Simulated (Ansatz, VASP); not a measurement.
CsPbCl3: VASP beside Ansatz

```
CELL_PARAMETERS angstrom
5.79710 0.00000 0.00000
0.00000 5.79710 0.00000
0.00000 0.00000 5.79710
ATOMIC_POSITIONS crystal
Cs 0.00000 0.00000 0.00000
Pb 0.50000 0.50000 0.50000
Cl 0.50000 0.50000 0.00000
Cl 0.00000 0.50000 0.50000
Cl 0.50000 0.00000 0.50000
```

Alike in both runs: task single point; functional PBE; k mesh 4 × 4 × 4; no spin polarisation.

|  | VASP | Ansatz |
| --- | --- | --- |
| version | VASP 6.6.1 | Ansatz 0.2.0 |
| potentials or method | VASP PAW PBE potentials, release 64 (Cs_sv, Pb_d, Cl) | plane waves, PAW |
| plane-wave cutoff (eV) | 520 | 420 |
| occupations | gaussian, width 0.01 eV | fixed |
| valence electrons in the cell | 44 | 44 |

Ansatz gave:

- gap on the k mesh at the Fermi level (eV): 2.31
- pressure (GPa): -0.6

Problem. Which values does VASP return?

Solution. gap on the k mesh at the Fermi level (eV): 2.32; pressure (GPa): -0.6.

Neither program's run includes spin-orbit coupling.
